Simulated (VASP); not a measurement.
Input of a VASP 6.6.1 run:

The input INCAR:

```
SYSTEM = W
PREC = Accurate
ENCUT = 520
EDIFF = 1E-7
ISMEAR = 0
SIGMA = 0.1
LREAL = .FALSE.
LASPH = .TRUE.
NELM = 60
ALGO = Fast
ISIF = 2
LWAVE = .FALSE.
LCHARG = .TRUE.
GGA = PE
LELF = .TRUE.
LVHAR = .TRUE.
NBANDS = 13
```

Contents of KPOINTS:

```
Automatic mesh
0
G
  18 18 18
  0 0 0
```

File POSCAR:

```
W
1.0
   -1.6275688350      1.6275688350      1.6275688350
    1.6275688350     -1.6275688350      1.6275688350
    1.6275688350      1.6275688350     -1.6275688350
W
1
Direct
    0.0000000000      0.0000000000      0.0000000000
```

Potentials or basis: VASP PAW PBE potentials, release 64 (W_sv).

The run is started by

```console
$ cat potpaw_PBE.64/W_sv/POTCAR > POTCAR
$ mpirun -np 1 vasp_std > vasp.out
```

Problem. Predict the pressure.

Solution. -17.2 GPa.

Problem. What does it give for the band gap on the k mesh?

Solution. Zero (band 7 reaches 14.84 eV, above the bottom of band 8 at 9.16 eV).

Caveat: the cell differs from its parent crystal (strained); spin-orbit coupling is left out, which moves the levels of the heavy elements.
